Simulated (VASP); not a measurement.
Input of a VASP 6.6.1 run:

File INCAR:

```
ALGO     = Normal         # electronic algorithm
EDIFF    = 1E-6           # SCF threshold, eV
ENCUT    = 520            # plane-wave cutoff, eV
GGA      = PE             # functional
ISIF     = 2              # what is computed and relaxed
ISMEAR   = 0              # smearing method
LASPH    = True           # aspherical terms in the spheres
LCHARG   = True           # write CHGCAR
LELF     = True           # ELF
LREAL    = False          # projectors in reciprocal space
LVHAR    = True         
LWAVE    = False          # write WAVECAR
NBANDS   = 16             # bands
NELM     = 100            # most SCF steps
PREC     = Accurate       # precision mode
SIGMA    = 0.15           # smearing width, eV
```

Contents of KPOINTS:

```
k-points
0
Gamma
  10 10 14
```

Contents of POSCAR:

```
Al2Cu
1.0
    4.1759740897      0.0000000000      0.0000000000
    0.0000000000      4.1759740897      0.0000000000
    0.0000000000      0.0000000000      2.8847334069
Al Cu
2 1
Direct
    0.5000000000      0.0000000000      0.5000000000
    0.0000000000      0.5000000000      0.5000000000
    0.0000000000      0.0000000000      0.0000000000
```

Potentials or basis: VASP PAW PBE potentials, release 64 (Al, Cu).

Launch:

```bash
$ cat potpaw_PBE.64/Al/POTCAR potpaw_PBE.64/Cu/POTCAR > POTCAR
$ mpirun -np 1 vasp_std > vasp.out
```

Task: Predict the pressure.

Result: -2.1 GPa.

Stress tensor (GPa, compression positive):
```
-2.33  0.00  0.00
 0.00 -2.33  0.00
 0.00  0.00 -1.65
```
